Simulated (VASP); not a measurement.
Write the native input for VASP 6.6.1 that does the following.

- Task: single point
- Functional: PBE
- Potentials or basis: VASP PAW PBE potentials, release 64 (Ti_sv, N, Si)
- Cutoff: 520 eV
- k mesh: 9 × 9 × 1
- Occupations: gaussian, width 0.1 eV
- Spin: no spin polarisation
- Dipole correction: yes
- Further INCAR settings: ALGO = Normal; EDIFF = 1e-06; NBANDS = 36

The structure of Ti3SiN3 lies in POSCAR:

```
Ti3SiN3
1.0
    3.0028555065      0.0000000000      0.0000000000
    0.0000000000      3.0028555065      0.0000000000
    0.0000000000      0.0000000000     19.7584945265
Ti N Si
3 3 1
Direct
    0.5000000000      0.5000000000      0.2024445736
    0.0000000000      0.0000000000      0.3072496201
    0.5000000000      0.5000000000      0.4076776418
    0.0000000000      0.0000000000      0.2024445736
    0.5000000000      0.5000000000      0.3055678856
    0.0000000000      0.0000000000      0.4179718508
    0.3750000000      0.5000000000      0.5519088472
```

One way to write it, as run:

INCAR

```
PREC = Accurate
ENCUT = 520
EDIFF = 1E-6
ISMEAR = 0
SIGMA = 0.1
LREAL = False
LASPH = True
NELM = 100
ALGO = Normal
ISIF = 2
LWAVE = False
LCHARG = False
LDIPOL = True
IDIPOL = 3
DIPOL = 0.5 0.5 0.342
GGA = PE
NBANDS = 36
```

KPOINTS

```
Automatic mesh
0
Gamma
  9 9 1
```

Potentials or basis: VASP PAW PBE potentials, release 64 (Ti_sv, N, Si).

The run is started by

```sh
$ cat potpaw_PBE.64/Ti_sv/POTCAR potpaw_PBE.64/N/POTCAR potpaw_PBE.64/Si/POTCAR > POTCAR
$ mpirun -np 1 vasp_std > vasp.out
```

It gave:

```
Largest force : 1.655 eV/Å
```

Wall time 2.6 min on 1 thread of Intel(R) Xeon(R) 6975P-C (Granite Rapids), on a shared host, peak memory 0.35 GiB.
